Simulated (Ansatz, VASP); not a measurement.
**Two plane-wave programs on Cu**

File POSCAR:

```
Cu
1.0
    2.4791012850      0.0000000000      0.0000000000
   -1.2395506425      2.1469646914      0.0000000000
    0.0000000000      0.0000000000      8.0931592851
Cu
4
Direct
    0.6666666667      0.3333333333      0.7500000000
    0.0000000000      0.0000000000      0.5000000000
    0.3333333333      0.6666666667      0.2500000000
    0.0000000000      0.0000000000      0.0000000000
```

INCAR.step1

```
ALGO = Normal
EDIFF = 1E-4
ENCUT = 520
GGA = PE
ISMEAR = -1
LASPH = True
LCHARG = False
LREAL = False
LWAVE = True
NBANDS = 30
NELM = 80
PREC = Accurate
SIGMA = 0.05
```

File INCAR.step2:

```
ALGO = Normal
EDIFF = 1E-6
ENCUT = 520
ISIF = 2
ISMEAR = -1
ISTART = 1
LASPH = True
LCHARG = False
LMIXTAU = True
LREAL = False
LWAVE = False
METAGGA = R2SCAN
NBANDS = 30
NELM = 80
PREC = Accurate
SIGMA = 0.05
```

File KPOINTS:

```
k-points
0
Gamma
  12 12 4
```

Contents of input.yaml:

```yaml
crystal:
  lattice:
    - [2.479101285, 0.0, 0.0]
    - [-1.2395506425, 2.1469646914, 0.0]
    - [0.0, 0.0, 8.0931592851]
  atoms:
    - { symbol: Cu, position: [0.6666666667, 0.3333333333, 0.75] }
    - { symbol: Cu, position: [0.0, 0.0, 0.5] }
    - { symbol: Cu, position: [0.3333333333, 0.6666666667, 0.25] }
    - { symbol: Cu, position: [0.0, 0.0, 0.0] }
hamiltonian:
  xc: r2scan
  pseudopotentials: { kind: paw }
kpoints:
  mp_grid: { grid: [12, 12, 4] }
scf:
  occupations: { method: fermi_dirac, width: 0.05 }
output:
  forces: true
  stress: true
  eigenvalues: true
```

Alike in both runs: task single point; functional r2SCAN; k mesh 12 × 12 × 4; occupations fermi-dirac, width 0.05 eV; no spin polarisation.

|  | VASP | Ansatz |
| --- | --- | --- |
| version | VASP 6.6.1 | Ansatz 0.2.0 |
| potentials or method | VASP PAW PBE potentials, release 64 (Cu) | Ansatz PAW |
| plane-wave cutoff (eV) | 520 | 500 |
| valence electrons in the cell | 44 | 76 |

|  | VASP | Ansatz | Ansatz less VASP |
| --- | --- | --- | --- |
| gap on the k mesh at the Fermi level (eV) | none | none | - |
| pressure (GPa) | 12.3 | 11.6 | -0.72 |
| traceless stress, the component that is largest in VASP (GPa) | -0.60 | -0.43 | +0.167 |

VASP's potentials were made for PBE, not for r2SCAN. A gap of «none» marks a metal or a gap that the smearing closes. VASP's potentials hold 44 valence electrons a cell and Ansatz's 76, so a difference there can come from the potentials and not from the codes.
